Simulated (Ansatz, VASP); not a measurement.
SiBN2: VASP beside Ansatz

```
Si B N
1.0
     2.72962    0.00000    0.00000
    -1.36481    2.36392    0.00000
     0.00000    0.00000    4.65365
Si B N
1 1 2
Direct
  0.00000 0.00000 0.00000
  0.00000 0.00000 0.50000
  0.33333 0.66667 0.24000
  0.66667 0.33333 0.76000
```

Alike in both runs: functional PBE; k mesh 6 × 6 × 5; occupations gaussian, width 0.2 eV; no spin polarisation.

Ansatz relaxed the structure, and its values are those at the end. VASP's run is a single point on that final structure, the one shown.

```csv
,VASP,Ansatz
version,VASP 6.6.1,Ansatz 0.2.0
potentials or method,"VASP PAW PBE potentials, release 64 (Si, B, N), cutoff 600 eV","scalar-relativistic, plane waves, PAW"
valence electrons in the cell,17,17
```

|  | VASP | Ansatz | Ansatz less VASP |
| --- | --- | --- | --- |
| gap on the k mesh at the Fermi level (eV) | none | none | - |
| pressure (GPa) | -0.3 | -0.1 | +0.24 |
| rms of the force components (eV/Å) | 0.018 | 0.013 | -0.0044 |

A gap of «none» marks a metal or a gap that the smearing closes. With one functional, cell and mesh, what is left measures potentials, basis and numerics.

The k mesh is coarse, so the values compare programs but aren't converged.
